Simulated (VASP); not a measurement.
Crystal: V.

```xyz
2
Lattice="2.6941 0.0000 0.0000 -1.3470 2.3331 0.0000 0.0000 0.0000 4.3994" Properties=species:S:1:pos:R:3 pbc="T T T"
V     0.0000    1.5554    1.0999
V     1.3470    0.7777    3.2996
```

```yaml
Program: VASP 6.6.1
Task: relaxation of cell and atoms
Functional: revPBE
Potentials_or_basis: VASP PAW PBE potentials, release 64 (V_sv)
Cutoff: 600 eV
k_mesh: 13 × 13 × 7
Occupations: fermi-dirac, width 0.1 eV
Spin: no spin polarisation
```

At the start: pressure 4.1 GPa; volume 13.83 Å³/atom.

**Question.** How do energy, volume and symmetry change on relaxing?

**Answer.** Over 8 steps the energy falls by 33.9 meV/atom and the volume is 14.13 Å³/atom (+2.2 %); space group P6_3/mmc (No. 194, to 0.05 Å).

Step by step:
```csv
step,energy change (eV),largest force (eV/Å),pressure (GPa),volume (Å³)
1,0.0000,0.0000,4.11,27.65
2,-0.0312,0.0000,-4.31,29.08
3,-0.0319,0.0000,-3.34,28.90
4,-0.0622,0.0000,-2.53,28.71
5,-0.0652,0.0000,-2.14,28.64
6,-0.0663,0.0000,1.61,27.98
7,-0.0678,0.0000,-0.06,28.27
8,-0.0678,0.0000,-0.03,28.26
```

Final structure:
```yaml
crystal:
  lattice:
    - [2.63330, 0.00000, 0.00000]
    - [-1.31665, 2.28051, 0.00000]
    - [0.00000, 0.00000, 4.70581]
  atoms:
    - { symbol: V, position: [0.33333, 0.66667, 0.25000] }
    - { symbol: V, position: [0.66667, 0.33333, 0.75000] }
```

Caveat: the PAW data sets were made with another functional, which shifts forces and pressure a little.
